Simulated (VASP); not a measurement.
Write the native input for VASP 6.6.1 that does the following.

```
Task                   : relaxation of cell and atoms
Functional             : PBE
Potentials or basis    : VASP PAW PBE potentials, release 64 (Te)
Cutoff                 : 600 eV
k mesh                 : 10 × 10 × 8
Occupations            : gaussian, width 0.05 eV
Spin                   : no spin polarisation
Dipole correction      : no
Further INCAR settings : ALGO = Normal; EDIFF = 1e-07; IBRION = 2; EDIFFG = -0.01; NSW = 80; ISIF = 3
```

The structure of Te lies in POSCAR:

```
Te
1.0
    4.6986824466      0.0000000000      0.0000000000
   -2.3493412233      4.0691783631      0.0000000000
    0.0000000000      0.0000000000      5.3308124611
Te
3
Direct
    0.2254000000      0.0000000000      0.8333333333
    0.0000000000      0.2254000000      0.1666666667
    0.7746000000      0.7746000000      0.5000000000
```

These files were run (other wordings do the same):

INCAR

```
SYSTEM = Te
ALGO = Normal ; EDIFF = 1E-7
EDIFFG = -0.01 ; ENCUT = 600
GGA = PE ; IBRION = 2
ISIF = 3 ; ISMEAR = 0
LASPH = .True. ; LCHARG = .False.
LREAL = .False. ; LWAVE = .False.
NELM = 60 ; NSW = 80
PREC = Accurate ; SIGMA = 0.05
```

KPOINTS

```
k-points
0
Gamma
  10 10 8
  0 0 0
```

Potentials or basis: VASP PAW PBE potentials, release 64 (Te).

The run is started by

```sh
$ cat potpaw_PBE.64/Te/POTCAR > POTCAR
$ mpirun -np 1 vasp_std > vasp.out
```

Results of the run:

The relaxed volume is 34.99 Å³/atom and the relaxed cell is a = 4.512 Å, b = 4.512 Å, c = 5.954 Å, α = 90.00°, β = 90.00°, γ = 120.00°. The space group after relaxing (to 0.1 Å) is P3_121 (No. 152), the energy gained by relaxing is 389.1 meV/atom and the ionic steps are 34. The pressure after relaxing is 0.0 GPa. The largest force after relaxing is 0.010 eV/Å and the band gap on the k mesh is 0.51 eV (least direct gap 0.63 eV).

Caveat: spin-orbit coupling is left out, which moves the levels of the heavy elements.

Run time: 20 min on 1 thread of AMD EPYC 9R45 96-Core Processor (Zen 5), on a shared host, peak memory 0.34 GiB.
